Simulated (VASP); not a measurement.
Write the native input for VASP 6.6.1 that does the following.

```yaml
Task: single point
Functional: PBE
Potentials_or_basis: VASP PAW PBE potentials, release 64 (N, P, Ga_d)
Cutoff: 520 eV
k_mesh: 8 × 8 × 4
Occupations: fermi-dirac, width 0.02 eV
Spin: no spin polarisation
Dipole_correction: no
Further_INCAR_settings: ALGO = Normal; EDIFF = 1e-06; NBANDS = 46
```

The structure of Ga4P3N lies in POSCAR:

```
Ga4P3N
1.0
    6.1089082622     -1.8490871853     -0.0231741858
    6.1089082622      1.8490871853     -0.0231741858
   -1.1345741109      0.0000000000      6.2915929767
N P Ga
1 3 4
Direct
   -0.0010535768     -0.0010535768      0.0016892128
    0.5014910971      0.5014910971      0.4996244415
    0.7462566956      0.7462566956      0.2361302063
    0.2537228044      0.2537228044      0.7663144389
    0.4482820827      0.4482820827      0.8483458097
    0.9429904318      0.9429904318      0.2776974629
    0.1627836459      0.1627836459      0.0570315084
    0.6955268192      0.6955268192      0.5631669196
```

These files were run (other wordings do the same):

INCAR

```
SYSTEM = Ga4P3N
ALGO = Normal
EDIFF = 1E-6
ENCUT = 520
GGA = PE
ISIF = 2
ISMEAR = -1
LASPH = .TRUE.
LCHARG = .TRUE.
LELF = .TRUE.
LREAL = .FALSE.
LVHAR = .TRUE.
LWAVE = .FALSE.
NBANDS = 46
NELM = 60
PREC = Accurate
SIGMA = 0.02
```

KPOINTS

```
k-points
0
G
  8 8 4
  0 0 0
```

Potentials or basis: VASP PAW PBE potentials, release 64 (N, P, Ga_d).

Launch:

```bash
$ cat potpaw_PBE.64/N/POTCAR potpaw_PBE.64/P/POTCAR potpaw_PBE.64/Ga_d/POTCAR > POTCAR
$ mpirun -np 1 vasp_std > vasp.out
```

It gave:

```yaml
Pressure: 3.0 GPa
Largest_force: 0.097 eV/Å
Band_gap_on_the_k_mesh: 0.04 eV, direct
```

Run time: 11 min on 1 thread of AMD EPYC 7R43 64-Core Processor (Zen 3) (shared host), peak memory 0.55 GiB.
